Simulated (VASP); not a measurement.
Set up this calculation in VASP 6.6.1, as the native input.

- Task: single point
- Functional: LDA
- Potentials or basis: VASP PAW LDA potentials, release 64 (Pb_d, Te)
- Cutoff: 520 eV
- k mesh: 7 × 7 × 7
- Occupations: methfessel-paxton, width 0.1 eV
- Spin: collinear spin, ferromagnetic start
- Starting moments: [0.01, 0.0] μB
- Dipole correction: no
- Further INCAR settings: ALGO = Normal; EDIFF = 1e-07; NBANDS = 21

The structure of TePb lies in POSCAR:

```
TePb
1.0
    0.0000000000      3.1873324849      3.1873324849
    3.1873324849      0.0000000000      3.1873324849
    3.1873324849      3.1873324849      0.0000000000
Pb Te
1 1
Direct
    0.0000000000      0.0000000000      0.0000000000
    0.5000000000      0.5000000000      0.5000000000
```

This cell differs from its parent crystal: volume scaled by 0.96.

These files were run (other wordings do the same):

INCAR

```
PREC = Accurate
ENCUT = 520
EDIFF = 1E-7
ISMEAR = 1
SIGMA = 0.1
LREAL = False
LASPH = True
NELM = 150
ALGO = Normal
ISIF = 2
LWAVE = False
LCHARG = True
ISPIN = 2
MAGMOM = 0.01 0
LORBIT = 11
GGA = CA
LELF = True
LVHAR = True
NBANDS = 21
```

KPOINTS

```
Automatic mesh
0
Gamma
  7 7 7
```

Potentials or basis: VASP PAW LDA potentials, release 64 (Pb_d, Te).

Command:

```bash
$ cat potpaw_LDA.64/Pb_d/POTCAR potpaw_LDA.64/Te/POTCAR > POTCAR
$ mpirun -np 1 vasp_std > vasp.out
```

It gave:

* Pressure: 0.2 GPa
* Net moment: 0.00 μB per cell
* Valence electrons inside the program's atomic spheres: Pb 11.91; Te 3.41

Run time: 100 s on 1 thread of Intel Xeon 8259CL, with other jobs on the host, peak memory 0.2 GiB.
